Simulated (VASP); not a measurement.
# BAs (l.bA) (F-43m) in VASP: single point with LDA

Aim: the single point of BAs (l.bA) with LDA.

All numbers are computed with VASP 6.6.1; they aren't measurements. Logs are shortened: lines on timing, memory, paths and dates and some standing lists are left out, and cuts for length are marked.

## Step 1: The cell of the first run

The structure is cubic, space group F-43m (No. 216). The conventional cell has a = 4.732 Å, b = 4.732 Å, c = 4.732 Å, α = 90.00°, β = 90.00°, γ = 90.00°. Within 2.7 Å of B (site symmetry -43m) lie 4 As at 2.05 Å. As (site symmetry -43m) has 4 B at 2.05 Å within 2.7 Å.

## Step 2: Single point, LDA

INCAR

```
SYSTEM = BAs
PREC     = Accurate       ! precision mode
ENCUT    = 500            ! plane-wave cutoff, eV
EDIFF    = 1E-6           ! SCF threshold, eV
ISMEAR   = 0              ! smearing method
SIGMA    = 0.02           ! smearing width, eV
LREAL    = .FALSE.        ! projectors in reciprocal space
LASPH    = .TRUE.         ! aspherical terms in the spheres
NELM     = 120            ! most SCF steps
ALGO     = Normal         ! electronic algorithm
ISIF     = 2              ! what is computed and relaxed
LWAVE    = .FALSE.        ! write WAVECAR
LCHARG   = .TRUE.         ! write CHGCAR
GGA      = CA             ! functional
LELF     = .TRUE.         ! ELF
LVHAR    = .TRUE.       
NBANDS   = 11             ! bands
GGA_COMPAT= .FALSE.
```

KPOINTS

```
regular mesh
0
G
  10 10 10
  0 0 0
```

POSCAR

```
BAs
1.0
    0.0000000000      2.3659693703      2.3659693703
    2.3659693703      0.0000000000      2.3659693703
    2.3659693703      2.3659693703      0.0000000000
B As
1 1
Direct
    0.0000000000      0.0000000000      0.0000000000
    0.2500000000      0.2500000000      0.2500000000
```

Potentials or basis: VASP PAW LDA potentials, release 64 (B, As).

The run is started by

```sh
> cat potpaw_LDA.64/B/POTCAR potpaw_LDA.64/As/POTCAR > POTCAR
> mpirun -np 1 vasp_std > vasp.out
```

OUTCAR:

```text
SYSTEM = BAs
   PREC = Accurate
   ENCUT = 500
   EDIFF = 1E-6
   ISMEAR = 0
   LREAL = .FALSE.
   LASPH = .TRUE.
   NELM = 120
   ISIF = 2
   GGA = CA

 ion  position               nearest neighbor table
   1  0.000  0.000  0.000-   2 2.05   2 2.05   2 2.05   2 2.05
   2  0.250  0.250  0.250-   1 2.05   1 2.05   1 2.05   1 2.05

  LATTYP: Found a face centered cubic cell.
 ALAT       =     4.7319387406

  Lattice vectors:

 A1 = (   0.0000000000,   2.3659693703,   2.3659693703)
 A2 = (   2.3659693703,   0.0000000000,   2.3659693703)
 A3 = (   2.3659693703,   2.3659693703,   0.0000000000)

Analysis of symmetry for initial positions (statically):
=====================================================================
 Subroutine PRICEL returns:
 Original cell was already a primitive cell.

 Routine SETGRP: Setting up the symmetry group for a
 face centered cubic supercell.

 Subroutine GETGRP returns: Found 24 space group operations
 (whereof 24 operations were pure point group operations)
 out of a pool of 48 trial point group operations.

The static configuration has the point symmetry T_d .

Analysis of symmetry for dynamics (positions and initial velocities):
=====================================================================
 Subroutine PRICEL returns:
 Original cell was already a primitive cell.

 Routine SETGRP: Setting up the symmetry group for a
 face centered cubic supercell.

 Subroutine GETGRP returns: Found 24 space group operations
 (whereof 24 operations were pure point group operations)
 out of a pool of 48 trial point group operations.

The dynamic configuration has the point symmetry T_d .

 Subroutine INISYM returns: Found 24 space group operations
 (whereof 24 operations are pure point group operations),
 and found     1 'primitive' translations

----------------------------------------------------------------------------------------

                                     Primitive cell

  volume of cell :      26.4885

  direct lattice vectors                    reciprocal lattice vectors
     0.000000000  2.365969370  2.365969370    -0.211329870  0.211329870  0.211329870
     2.365969370  0.000000000  2.365969370     0.211329870 -0.211329870  0.211329870
     2.365969370  2.365969370  0.000000000     0.211329870  0.211329870 -0.211329870

  length of vectors
     3.345985972  3.345985972  3.345985972     0.366034072  0.366034072  0.366034072

  position of ions in fractional coordinates (direct lattice)
     0.000000000  0.000000000  0.000000000
     0.250000000  0.250000000  0.250000000

  ion indices of the primitive-cell ions
   primitive index   ion index
                 1           1
                 2           2

----------------------------------------------------------------------------------------

 KPOINTS: regular mesh

Automatic generation of k-mesh.
 Grid dimensions read from file:
 generate k-points for:   10   10   10

 Generating k-lattice:

  Cartesian coordinates                     Fractional coordinates (reciprocal lattice)
    -0.021132987  0.021132987  0.021132987     0.100000000  0.000000000  0.000000000
     0.021132987 -0.021132987  0.021132987     0.000000000  0.100000000  0.000000000
     0.021132987  0.021132987 -0.021132987     0.000000000  0.000000000  0.100000000

  Length of vectors
     0.036603407  0.036603407  0.036603407

  Shift w.r.t. Gamma in fractional coordinates (k-lattice)
     0.000000000  0.000000000  0.000000000

 Subroutine IBZKPT returns following result:
 ===========================================

 Found     47 irreducible k-points:

 Following reciprocal coordinates:
            Coordinates               Weight
  0.000000  0.000000  0.000000      1.000000
  0.100000  0.000000  0.000000      8.000000
  0.200000  0.000000  0.000000      8.000000
  0.300000  0.000000  0.000000      8.000000
  0.400000  0.000000  0.000000      8.000000
  0.500000  0.000000  0.000000      4.000000
[... 16 lines left out ...]
  0.300000  0.300000  0.000000      6.000000
  0.400000  0.300000  0.000000     24.000000
 [... further k-points ...]
   k-points           NKPTS =     47   k-points in BZ     NKDIM =     47   number of bands    NBANDS=     11
   number of dos      NEDOS =    301   number of ions     NIONS =      2
   total plane-waves  NPLWV =  13824
   dimension x,y,z NGX =    24 NGY =   24 NGZ =   24
   dimension x,y,z NGXF=    48 NGYF=   48 NGZF=   48
   ions per type =               1   1
   NGX,Y,Z   is equivalent  to a cutoff of  11.92, 11.92, 11.92 a.u.
   NGXF,Y,Z  is equivalent  to a cutoff of  23.85, 23.85, 23.85 a.u.
 SYSTEM =  BAs
   PREC   = accura    normal or accurate (medium, high low for compatibility)
   ISTART =      0    job   : 0-new  1-cont  2-samecut
   ICHARG =      2    charge: 1-file 2-atom 10-const
   ISPIN  =      1    spin polarized calculation?
   LNONCOLLINEAR =      F non collinear calculations
   LSORBIT =      F    spin-orbit coupling
   LASPH  =      T    aspherical Exc in radial PAW
   ENCUT  =  500.0 eV  36.75 Ry    6.06 a.u.   6.10  6.10  6.10*2*pi/ulx,y,z
   NELM   =    120;   NELMIN=  2; NELMDL= -5     # of ELM steps
   EDIFF  = 0.1E-05   stopping-criterion for ELM
   LREAL  =      F    real-space projection
   EDIFFG = 0.1E-04   stopping-criterion for IOM
   NSW    =      0    number of steps for IOM
   IBRION =     -1    ionic relax: 0-MD 1-quasi-New 2-CG
   NFREE  =      0    steps in history (QN), initial steepest desc. (CG)
   ISIF   =      2    stress and relaxation
   ISYM   =      2    0-nonsym 1-usesym 2-fastsym
   POTIM  = 0.5000    time-step for ionic-motion
   TEBEG  =    0.0;   TEEND  =   0.0 temperature during run
   PSTRESS=    0.0 pullay stress
   NELECT =       8.0000    total number of electrons
   NUPDOWN=      -1.0000    fix difference up-down
   EMIN   =  10.00;   EMAX   =-10.00  energy-range for DOS
   EFERMI =   0.00;   METHOD = LEGACY
   ISMEAR =     0;   SIGMA  =   0.02  broadening in eV -4-tet -1-fermi 0-gaus
   EFERMI_NEDOS =   21; number of points for ismear=-14 and -15
   IALGO  =     38    algorithm
   IMIX   =      4    mixing-type and parameters
     AMIX     =   0.40;   BMIX     =  1.00
     AMIX_MAG =   1.60;   BMIX_MAG =  1.00
  volume/ion in A,a.u.               =      13.24        89.38
  Fermi-wavevector in a.u.,A,eV,Ry     =   1.098379  2.075636 16.414576  1.206437
  Thomas-Fermi vector in A             =   2.234756
   LORBIT       =      0    0 simple, 1 ext, 2 COOP (PROOUT), +10 PAW based schemes
   GGA     = CA    functional components
   LHFCALC =     F    Hartree Fock is set to
   AEXX    =    0.0000 exact exchange contribution
   IVDW    =     0    specifies the selected vdW correction
   LEPSILON=     F    determine dielectric tensor
   LRPA    =     F    only Hartree local field effects (RPA)
 non-spin polarized calculation
 Gauss-broadening in eV      SIGMA  =   0.02
  energy-cutoff  :      500.00
  volume of cell :       26.49
 maximum number of plane-waves:       692
   NGX = 13   NGY = 13   NGZ = 13

 number of electron       8.0000001 magnetization

 Free energy of the ion-electron system (eV)
  ---------------------------------------------------
  ext. energy  EPLUGINS =         0.00000000
  ---------------------------------------------------
  free energy    TOTEN  =       -12.92567218 eV

  energy without entropy =      -12.92567218  energy(sigma->0) =      -12.92567218

 E-fermi :   6.5687     XC(G=0): -10.9028

 val. band max:        6.4817250251   @ k =   0.0000   0.0000   0.0000
 cond. band min:       7.5783120964   @ k =   0.4000   0.4000   0.0000
 fundamental gap:      1.0965870713
 Fermi energy:         6.5687344226

 k-point     1 :       0.0000    0.0000    0.0000
  band No.  band energies     occupation
      1      -9.1557      2.00000
      2       6.4817      2.00000
      3       6.4817      2.00000
      4       6.4817      2.00000
      5       9.7681      0.00000
      6       9.7681      0.00000
      7       9.7681      0.00000
      8      11.5403      0.00000
      9      15.9827      0.00000
     10      19.6336      0.00000
     11      19.6336      0.00000

 k-point     2 :       0.1000    0.0000    0.0000
  band No.  band energies     occupation
      1      -8.9877      2.00000
      2       5.0761      2.00000
      3       6.1702      2.00000
      4       6.1702      2.00000
      5       9.9651      0.00000
      6      10.1762      0.00000
      7      10.1762      0.00000
      8      12.3385      0.00000
      9      16.6474      0.00000
     10      18.4660      0.00000
     11      18.4660      0.00000

 k-point     3 :       0.2000    0.0000    0.0000
  band No.  band energies     occupation
      1      -8.4917      2.00000
      2       2.6712      2.00000
      3       5.5805      2.00000
      4       5.5805      2.00000
      5       9.8080      0.00000
      6      10.9050      0.00000
      7      10.9050      0.00000
      8      13.8390      0.00000
      9      17.6686      0.00000
     10      17.7183      0.00000
     11      17.7183      0.00000

 k-point     4 :       0.3000    0.0000    0.0000
  band No.  band energies     occupation
      1      -7.7034      2.00000
      2       0.3310      2.00000
      3       5.0611      2.00000
      4       5.0611      2.00000
      5       9.5658      0.00000
      6      11.2999      0.00000
      7      11.2999      0.00000
      8      14.9589      0.00000
      9      17.8258      0.00000
     10      18.1798      0.00000
     11      18.1798      0.00000

 k-point     5 :       0.4000    0.0000    0.0000
  band No.  band energies     occupation
      1      -6.7548      2.00000
      2      -1.5932      2.00000
      3       4.7287      2.00000
      4       4.7287      2.00000
      5       9.4005      0.00000
      6      11.3105      0.00000
      7      11.3105      0.00000
      8      15.2540      0.00000
      9      18.5594      0.00000
     10      19.7366      0.00000
     11      19.7366      0.00000
[... 211 lines left out ...]
 k-point    21 :      -0.3000    0.2000    0.0000
  band No.  band energies     occupation
      1      -6.5400      2.00000
      2      -0.6512      2.00000
      3       1.7487      2.00000
      4       4.4751      2.00000
      5      10.0359      0.00000
      6      12.4692      0.00000
      7      12.7530      0.00000
      8      14.6826      0.00000
      9      17.2315      0.00000
     10      18.6171      0.00000
     11      21.9200      0.00000

 k-point    22 :      -0.2000    0.2000    0.0000
  band No.  band energies     occupation
      1      -7.4340      2.00000
      2       0.9664      2.00000
      3       2.2903      2.00000
      4       5.1566      2.00000
      5      10.4878      0.00000
      6      11.6422      0.00000
      7      12.5468      0.00000
      8      13.5598      0.00000
      9      16.4018      0.00000
     10      19.1122      0.00000
     11      20.8167      0.00000

 k-point    23 :       0.3000    0.3000    0.0000
  band No.  band energies     occupation
      1      -7.1949      2.00000
      2       1.2800      2.00000
      3       3.1994      2.00000
      4       3.1994      2.00000
      5       7.8118      0.00000
      6      10.0935      0.00000
      7      15.0409      0.00000
      8      15.0409      0.00000
      9      17.6398      0.00000
     10      21.6638      0.00000
     11      21.8125      0.00000

 k-point    24 :       0.4000    0.3000    0.0000
  band No.  band energies     occupation
      1      -6.4487      2.00000
      2       0.0063      2.00000
      3       2.3874      2.00000
      4       2.8955      2.00000
      5       8.1153      0.00000
      6       9.8268      0.00000
      7      15.4445      0.00000
      8      15.6587      0.00000
      9      18.6265      0.00000
     10      22.4871      0.00000
     11      22.5762      0.00000

 [... further k-points ...]

------------------------ aborting loop because EDIFF is reached ----------------------------------------

  FORCE on cell =-STRESS in cart. coord.  units (eV):
  Direction    XX          YY          ZZ          XY          YZ          ZX
  --------------------------------------------------------------------------------------
  -------------------------------------------------------------------------------------
  Total        0.1626962      0.1626962      0.1626962      0.0000000     -0.0000000     -0.0000000
  in kB        9.8408031      9.8408031      9.8408031      0.0000000     -0.0000000     -0.0000000
  external PRESSURE =       9.8408031 kB  Pullay stress =       0.0000000 kB

 VOLUME and BASIS-vectors are now :
 -----------------------------------------------------------------------------
  energy-cutoff  :      500.00
  volume of cell :       26.49
      direct lattice vectors                 reciprocal lattice vectors
     0.000000000  2.365969370  2.365969370    -0.211329870  0.211329870  0.211329870
     2.365969370  0.000000000  2.365969370     0.211329870 -0.211329870  0.211329870
     2.365969370  2.365969370  0.000000000     0.211329870  0.211329870 -0.211329870

 POSITION                                       TOTAL-FORCE (eV/Angst)
 -----------------------------------------------------------------------------------
      0.00000      0.00000      0.00000         0.000000      0.000000      0.000000
      1.18298      1.18298      1.18298        -0.000000     -0.000000     -0.000000
 -----------------------------------------------------------------------------------
    total drift:                                0.000000      0.000000      0.000000

  FREE ENERGIE OF THE ION-ELECTRON SYSTEM (eV)
  ---------------------------------------------------
  free  energy   TOTEN  =       -12.9256721753 eV

  energy  without entropy=      -12.9256721753  energy(sigma->0) =      -12.92567218
```

Run time: 5.9 s. Hardware: 1 thread of Intel Xeon 6975P-C, shared host; peak memory 0.13 GiB.

What came out:

| Property | Result |
| --- | --- |
| Free energy | -12.9257 eV |
| Pressure | 1.0 GPa |
| Band gap on the k mesh | 1.10 eV, indirect (least direct gap 3.29 eV) |

A k mesh can miss the band edges. Expect the measured gap to be larger: semilocal functionals such as LDA lack the derivative discontinuity.
